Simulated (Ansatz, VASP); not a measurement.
**Two plane-wave programs on Bi3S**

Contents of INCAR:

```
SYSTEM = Bi3S
  PREC = Accurate
  ENCUT = 520
  EDIFF = 1E-6
  ISMEAR = 0
  SIGMA = 0.1
  LREAL = .False.
  LASPH = .True.
  NELM = 100
  ALGO = Normal
  ISIF = 2
  LWAVE = .False.
  LCHARG = .False.
  GGA = PE
  NBANDS = 34
```

File KPOINTS:

```
Automatic mesh
0
Gamma
  6 6 2
  0 0 0
```

File POSCAR:

```
Bi3S
1.0
    3.8231699800      0.0000000000      0.0000000000
   -1.9115849900      3.3109623300      0.0000000000
    0.0000000000      0.0000000000     12.2995750400
Bi S
3 1
Direct
    0.6666666700      0.3333333300      0.0000000000
    0.0000000000      0.0000000000      0.7425651000
    0.0000000000      0.0000000000      0.2574349000
    0.6666666700      0.3333333300      0.5000000000
```

Input for Ansatz:

```yaml
crystal:
  lattice:
    - [3.82316998, 0.0, 0.0]
    - [-1.91158499, 3.31096233, 0.0]
    - [0.0, 0.0, 12.29957504]
  atoms:
    - { symbol: Bi, position: [0.66666667, 0.33333333, 0.0] }
    - { symbol: Bi, position: [0.0, 0.0, 0.7425651] }
    - { symbol: Bi, position: [0.0, 0.0, 0.2574349] }
    - { symbol: S, position: [0.66666667, 0.33333333, 0.5] }
basis:
  ecutwfc: 420
kpoints:
  mp_grid: { grid: [6, 6, 2] }
hamiltonian:
  xc: pbe
scf:
  occupations: { method: gaussian, width: 0.1 }
  lower_state_search: "off"
output:
  forces: true
  stress: true
  eigenvalues: true
```

Change from the starting cell: species swapped into the LiMg3 type (P-6m2, No. 187).

Alike in both runs: task single point; functional PBE; k mesh 6 × 6 × 2; occupations gaussian, width 0.1 eV; no spin polarisation.

```csv
,VASP,Ansatz
version,VASP 6.6.1,Ansatz 0.2.0
potentials or method,"VASP PAW PBE potentials, release 64 (Bi_d, S), cutoff 520 eV","scalar-relativistic, plane waves, PAW"
valence electrons in the cell,51,51
```

```csv
,VASP,Ansatz,Ansatz less VASP
gap on the k mesh at the Fermi level (eV),none,none,-
pressure (GPa),-8.7,-8.6,+0.07
"traceless stress, the component that is largest in VASP (GPa)",-2.38,-2.37,+0.013
rms of the force components (eV/Å),0.170,0.170,-0.0004
```

Atom by atom the forces differ by 0.000 eV/Å (rms over components). A gap of «none» marks a metal or a gap that the smearing closes. The functional is the same, so the differences come from potentials, cutoffs and numerics.

Spin-orbit coupling is off throughout.
